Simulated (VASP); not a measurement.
# BeS (F-43m) in VASP: further runs

Runs on BeS. Level: LDA. Tasks: vibrations by perturbation theory.

Program: VASP 6.6.1. These are calculated values, not measurements. Logs are shortened: lines on timing, memory, paths and dates and some standing lists are left out, and cuts for length are marked.

## 1. The cell of the first run

It takes space group F-43m (No. 216, cubic). The conventional cell has a = 4.612 Å, b = 4.612 Å, c = 4.612 Å, α = 90.00°, β = 90.00°, γ = 90.00°. Be (site symmetry -43m) has 4 S at 2.00 Å within 2.6 Å. S (site symmetry -43m) has 4 Be at 2.00 Å within 2.6 Å.

## 2. Vibrations by perturbation theory, LDA

Input file INCAR:

```
PREC = Accurate
ENCUT = 520
EDIFF = 1E-8
ISMEAR = 0
SIGMA = 0.01
LREAL = False
LASPH = True
NELM = 60
ALGO = Normal
ISIF = 2
LWAVE = False
LCHARG = False
NBANDS = 11
IBRION = 8
NSW = 1
```

Input file KPOINTS:

```
Automatic mesh
0
Gamma
  8 8 8
```

Input file POSCAR:

```
BeS
1.0
    2.3060990272      2.3060990272      0.0000000000
   -2.3060990272      2.3060990272      0.0000000000
    0.0000000000      2.3060990272      2.3060990272
Be S
1 1
Direct
    0.0000000000      0.0000000000      0.0000000000
    0.7500000000      0.2500000000      0.5000000000
```

Potentials or basis: VASP PAW LDA potentials, release 64 (Be, S).

Run with:

```sh
$ cat potpaw_LDA.64/Be/POTCAR potpaw_LDA.64/S/POTCAR > POTCAR
$ mpirun -np 1 vasp_std > vasp.out
```

OUTCAR:

```text
PREC = Accurate
   ENCUT = 520
   EDIFF = 1E-8
   ISMEAR = 0
   LREAL = False
   LASPH = True
   NELM = 60
   ISIF = 2
   IBRION = 8
   NSW = 1

 ion  position               nearest neighbor table
   1  0.000  0.000  0.000-   2 2.00   2 2.00   2 2.00   2 2.00
   2  0.750  0.250  0.500-   1 2.00   1 2.00   1 2.00   1 2.00

  LATTYP: Found a face centered cubic cell.
 ALAT       =     4.6121980544

  Lattice vectors:

 A1 = (   0.0000000000,   2.3060990272,   2.3060990272)
 A2 = (   2.3060990272,   0.0000000000,   2.3060990272)
 A3 = (   2.3060990272,   2.3060990272,   0.0000000000)

Analysis of symmetry for initial positions (statically):
=====================================================================
 Subroutine PRICEL returns:
 Original cell was already a primitive cell.

 Routine SETGRP: Setting up the symmetry group for a
 face centered cubic supercell.

 Subroutine GETGRP returns: Found 24 space group operations
 (whereof 24 operations were pure point group operations)
 out of a pool of 48 trial point group operations.

The static configuration has the point symmetry T_d .

Analysis of symmetry for dynamics (positions and initial velocities):
=====================================================================
 Subroutine PRICEL returns:
 Original cell was already a primitive cell.

 Routine SETGRP: Setting up the symmetry group for a
 face centered cubic supercell.

 Subroutine GETGRP returns: Found 24 space group operations
 (whereof 24 operations were pure point group operations)
 out of a pool of 48 trial point group operations.

The dynamic configuration has the point symmetry T_d .

 Subroutine INISYM returns: Found 24 space group operations
 (whereof 24 operations are pure point group operations),
 and found     1 'primitive' translations

----------------------------------------------------------------------------------------

                                     Primitive cell

  volume of cell :      24.5281

  direct lattice vectors                    reciprocal lattice vectors
     2.306099027  2.306099027  0.000000000     0.216816361  0.216816361 -0.216816361
    -2.306099027  2.306099027  0.000000000    -0.216816361  0.216816361 -0.216816361
     0.000000000  2.306099027  2.306099027     0.000000000  0.000000000  0.433632723

  length of vectors
     3.261316520  3.261316520  3.261316520     0.375536954  0.375536954  0.433632723

  position of ions in fractional coordinates (direct lattice)
     0.000000000  0.000000000  0.000000000
     0.750000000  0.250000000  0.500000000

  ion indices of the primitive-cell ions
   primitive index   ion index
                 1           1
                 2           2

----------------------------------------------------------------------------------------

 KPOINTS: Automatic mesh

Automatic generation of k-mesh.
 Grid dimensions read from file:
 generate k-points for:    8    8    8

 Generating k-lattice:

  Cartesian coordinates                     Fractional coordinates (reciprocal lattice)
     0.027102045  0.027102045 -0.027102045     0.125000000  0.000000000  0.000000000
    -0.027102045  0.027102045 -0.027102045     0.000000000  0.125000000  0.000000000
     0.000000000  0.000000000  0.054204090     0.000000000  0.000000000  0.125000000

  Length of vectors
     0.046942119  0.046942119  0.054204090

  Shift w.r.t. Gamma in fractional coordinates (k-lattice)
     0.000000000  0.000000000  0.000000000

 Subroutine IBZKPT returns following result:
 ===========================================

 Found     29 irreducible k-points:

 Following reciprocal coordinates:
            Coordinates               Weight
  0.000000  0.000000  0.000000      1.000000
  0.125000  0.000000  0.000000      8.000000
  0.250000  0.000000  0.000000      8.000000
  0.375000  0.000000  0.000000      8.000000
  0.500000  0.000000  0.000000      4.000000
  0.125000  0.125000  0.000000     12.000000
[... 16 lines left out ...]
  0.375000  0.250000  0.125000     48.000000
  0.500000  0.250000  0.125000     24.000000
 [... further k-points ...]
   k-points           NKPTS =     29   k-points in BZ     NKDIM =     29   number of bands    NBANDS=     11
   number of dos      NEDOS =    301   number of ions     NIONS =      2
   total plane-waves  NPLWV =  13824
   dimension x,y,z NGX =    24 NGY =   24 NGZ =   24
   dimension x,y,z NGXF=    48 NGYF=   48 NGZF=   48
   ions per type =               1   1
   NGX,Y,Z   is equivalent  to a cutoff of  12.23, 12.23, 12.23 a.u.
   NGXF,Y,Z  is equivalent  to a cutoff of  24.47, 24.47, 24.47 a.u.
 SYSTEM =  unknown system
   PREC   = accura    normal or accurate (medium, high low for compatibility)
   ISTART =      0    job   : 0-new  1-cont  2-samecut
   ICHARG =      2    charge: 1-file 2-atom 10-const
   ISPIN  =      1    spin polarized calculation?
   LNONCOLLINEAR =      F non collinear calculations
   LSORBIT =      F    spin-orbit coupling
   LASPH  =      T    aspherical Exc in radial PAW
   ENCUT  =  520.0 eV  38.22 Ry    6.18 a.u.   6.06  6.06  6.06*2*pi/ulx,y,z
   NELM   =     60;   NELMIN=  2; NELMDL= -5     # of ELM steps
   EDIFF  = 0.1E-07   stopping-criterion for ELM
   LREAL  =      F    real-space projection
   EDIFFG = 0.1E-06   stopping-criterion for IOM
   NSW    =      1    number of steps for IOM
   IBRION =      8    ionic relax: 0-MD 1-quasi-New 2-CG
   NFREE  =      0    steps in history (QN), initial steepest desc. (CG)
   ISIF   =      2    stress and relaxation
   ISYM   =      2    0-nonsym 1-usesym 2-fastsym
   POTIM  = 0.5000    time-step for ionic-motion
   TEBEG  =    0.0;   TEEND  =   0.0 temperature during run
   PSTRESS=    0.0 pullay stress
   NELECT =       8.0000    total number of electrons
   NUPDOWN=      -1.0000    fix difference up-down
   EMIN   =  10.00;   EMAX   =-10.00  energy-range for DOS
   EFERMI =   0.00;   METHOD = LEGACY
   ISMEAR =     0;   SIGMA  =   0.01  broadening in eV -4-tet -1-fermi 0-gaus
   EFERMI_NEDOS =   21; number of points for ismear=-14 and -15
   IALGO  =     38    algorithm
   IMIX   =      4    mixing-type and parameters
     AMIX     =   0.40;   BMIX     =  1.00
     AMIX_MAG =   1.60;   BMIX_MAG =  1.00
  volume/ion in A,a.u.               =      12.26        82.76
  Fermi-wavevector in a.u.,A,eV,Ry     =   1.126895  2.129523 17.277941  1.269893
  Thomas-Fermi vector in A             =   2.263579
   LORBIT       =      0    0 simple, 1 ext, 2 COOP (PROOUT), +10 PAW based schemes
   GGA     = CA    functional components
   LHFCALC =     F    Hartree Fock is set to
   AEXX    =    0.0000 exact exchange contribution
   IVDW    =     0    specifies the selected vdW correction
   LEPSILON=     F    determine dielectric tensor
   LRPA    =     F    only Hartree local field effects (RPA)
 non-spin polarized calculation
 Gauss-broadening in eV      SIGMA  =   0.01
  energy-cutoff  :      520.00
  volume of cell :       24.53
 maximum number of plane-waves:       684
   NGX = 13   NGY = 13   NGZ = 13

--------------------------------------- Ionic step        1  -------------------------------------------

 number of electron       7.9999999 magnetization

 Free energy of the ion-electron system (eV)
  ---------------------------------------------------
  ext. energy  EPLUGINS =         0.00000000
  ---------------------------------------------------
  free energy    TOTEN  =       -11.01064750 eV

  energy without entropy =      -11.01064750  energy(sigma->0) =      -11.01064750

 E-fermi :   5.7904     XC(G=0): -10.6020

 val. band max:        5.7199192672   @ k =   0.0000   0.0000   0.0000
 cond. band min:       8.2521639636   @ k =   0.5000   0.5000   0.0000
 fundamental gap:      2.5322446964
 Fermi energy:         5.7904259169

 k-point     1 :       0.0000    0.0000    0.0000
  band No.  band energies     occupation
      1      -9.0428      2.00000
      2       5.7199      2.00000
      3       5.7199      2.00000
      4       5.7199      2.00000
      5      11.1532      0.00000
      6      11.1532      0.00000
      7      11.1532      0.00000
      8      12.7442      0.00000
      9      18.8248      0.00000
     10      18.8248      0.00000
     11      21.5247      0.00000
[... 309 lines left out ...]
 k-point    24 :       0.5000    0.2500    0.1250
  band No.  band energies     occupation
      1      -6.6030      2.00000
      2      -0.5556      2.00000
      3       2.4141      2.00000
      4       3.4169      2.00000
      5      11.5422      0.00000
      6      12.5239      0.00000
      7      15.4384      0.00000
      8      16.7854      0.00000
      9      17.6427      0.00000
     10      21.8619      0.00000
     11      22.7541      0.00000

 [... further k-points ...]
[... 5 lines left out ...]
  --------------------------------------------------------------------------------------
  -------------------------------------------------------------------------------------
  Total        2.2940936      2.2940936      2.2940936     -0.0000000      0.0000000     -0.0000000
  in kB      149.8503841    149.8503841    149.8503841     -0.0000000      0.0000000     -0.0000000
  external PRESSURE =     149.8503841 kB  Pullay stress =       0.0000000 kB

 VOLUME and BASIS-vectors are now :
 -----------------------------------------------------------------------------
  energy-cutoff  :      520.00
  volume of cell :       24.53
      direct lattice vectors                 reciprocal lattice vectors
     2.306099027  2.306099027  0.000000000     0.216816361  0.216816361 -0.216816361
    -2.306099027  2.306099027  0.000000000    -0.216816361  0.216816361 -0.216816361
     0.000000000  2.306099027  2.306099027     0.000000000  0.000000000  0.433632723

 POSITION                                       TOTAL-FORCE (eV/Angst)
 -----------------------------------------------------------------------------------
      0.00000      0.00000      0.00000        -0.000000      0.000000      0.000000
      1.15305      3.45915      1.15305         0.000000     -0.000000      0.000000
 -----------------------------------------------------------------------------------
    total drift:                               -0.000000      0.000000     -0.000000

  FREE ENERGIE OF THE ION-ELECTRON SYSTEM (eV)
  ---------------------------------------------------
  free  energy   TOTEN  =       -11.0106475011 eV

  energy  without entropy=      -11.0106475011  energy(sigma->0) =      -11.01064750

[... ionic steps 2 to 3 ...]

--------------------------------------- Ionic step        4  -------------------------------------------

------------------------ aborting loop because EDIFF is reached ----------------------------------------

[... ionic steps 5 to 6 ...]

--------------------------------------- Ionic step        7  -------------------------------------------

 Free energy of the ion-electron system (eV)
  ---------------------------------------------------
  ---------------------------------------------------
  free energy    TOTEN  =        -0.09995882 eV

  energy without entropy =       -0.09995882

------------------------ aborting loop because EDIFF is reached ----------------------------------------

 INTERNAL STRAIN TENSOR  FOR ION    2  DIRECTION 1   (eV/Angst):
 -----------------------------------------------------------------------------
     0.01495  0.00000 -0.00000
     0.00000 -0.01803  9.17086
     0.00000  9.17086 -0.01803

 INTERNAL STRAIN TENSOR FOR ION    2 for displacements in x,y,z  (eV/Angst):
          X           Y           Z          XY          YZ          ZX
  --------------------------------------------------------------------------------
  x     0.00000    -0.00000    -0.00000    -0.00000     9.17086     0.00000
  y    -0.00000     0.00000    -0.00000     0.00000    -0.00000     9.17086
  z    -0.00000    -0.00000     0.00000     9.17086     0.00000     0.00000

 SECOND DERIVATIVES (NOT SYMMETRIZED)
 ------------------------------------
               1X          1Y          1Z          2X          2Y          2Z
  1X   -12.431041   -0.000000    0.000000   12.431041    0.000000   -0.000000
  1Y     0.000000  -12.431041   -0.000000   -0.000000   12.431041    0.000000
  1Z     0.000000   -0.000000  -12.431041   -0.000000    0.000000   12.431041
  2X    12.426243    0.000000   -0.000000  -12.426243   -0.000000    0.000000
  2Y    -0.000000   12.426243    0.000000    0.000000  -12.426243   -0.000000
  2Z    -0.000000    0.000000   12.426243    0.000000   -0.000000  -12.426243

 Eigenvectors and eigenvalues of the dynamical matrix
 ----------------------------------------------------

   1 f  =   20.779684 THz   130.562605 2PiTHz  693.135650 cm-1    85.937829 meV
             X         Y         Z           dx          dy          dz
      0.000000  0.000000  0.000000     0.000000    0.883549   -0.000000
      1.153050  3.459149  1.153050     0.000000   -0.468338    0.000000
[... 21 lines left out ...]
   6 f/i=    0.001660 THz     0.010428 2PiTHz    0.055359 cm-1     0.006864 meV
             X         Y         Z           dx          dy          dz
      0.000000  0.000000  0.000000     0.000000   -0.000000   -0.468338
      1.153050  3.459149  1.153050    -0.000000    0.000000   -0.883549

--------------------------------------------------------------------------------------------------------

 ELASTIC MODULI CONTR FROM IONIC RELAXATION (kBar)
 Direction    XX          YY          ZZ          XY          YZ          ZX
 --------------------------------------------------------------------------------
 XX          -0.0000      0.0000      0.0000      0.0000     -0.0000      0.0000
 YY           0.0000     -0.0000     -0.0000      0.0000      0.0000     -0.0000
 ZZ           0.0000     -0.0000     -0.0000     -0.0000      0.0000      0.0000
 XY           0.0000      0.0000     -0.0000   -445.1602      0.0000      0.0000
 YZ          -0.0000      0.0000      0.0000      0.0000   -445.1602     -0.0000
 ZX           0.0000     -0.0000      0.0000      0.0000     -0.0000   -445.1602
 --------------------------------------------------------------------------------
```

Run time: 58 s. Hardware: 1 thread of AMD EPYC 7R43 (Zen 3), shared host; peak memory 0.14 GiB.

Results:

```yaml
Highest_phonon_frequency_at_Γ_LO-TO_splitting_left_out: 693 cm⁻¹
```

Phonon frequencies in cm⁻¹ (negative: imaginary):
```csv
q point,frequencies
"(0.000, 0.000, 0.000)",0 0 0 693 693 693
```

Caveat: the cell wasn't relaxed at this level first, which shifts response properties.

(Continued in part 2 of 2.)
